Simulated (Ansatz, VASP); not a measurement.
## Two plane-wave programs on BN

```
CELL_PARAMETERS angstrom
0.00000 1.81235 1.81235
1.81235 0.00000 1.81235
1.81235 1.81235 0.00000
ATOMIC_POSITIONS crystal
B 0.00000 0.00000 0.00000
N 0.25000 0.25000 0.25000
```

Alike in both runs: functional PBE; k mesh 15 × 15 × 15; occupations fermi-dirac, width 0.05 eV; no spin polarisation.

Ansatz relaxed the structure, and its values are those at the end. VASP's run is a single point on that final structure, the one shown.

|  | VASP | Ansatz |
| --- | --- | --- |
| version | VASP 6.6.1 | Ansatz 0.2.0 |
| potentials or method | VASP PAW PBE potentials, release 64 (B, N) | PAW with Ansatz's default frozen-core files, scalar-relativistic |
| plane-wave cutoff (eV) | 520 | 420 |
| valence electrons in the cell | 8 | 8 |

```tsv
	VASP	Ansatz	Ansatz less VASP
pressure (GPa)	0.2	0.0	-0.25
```
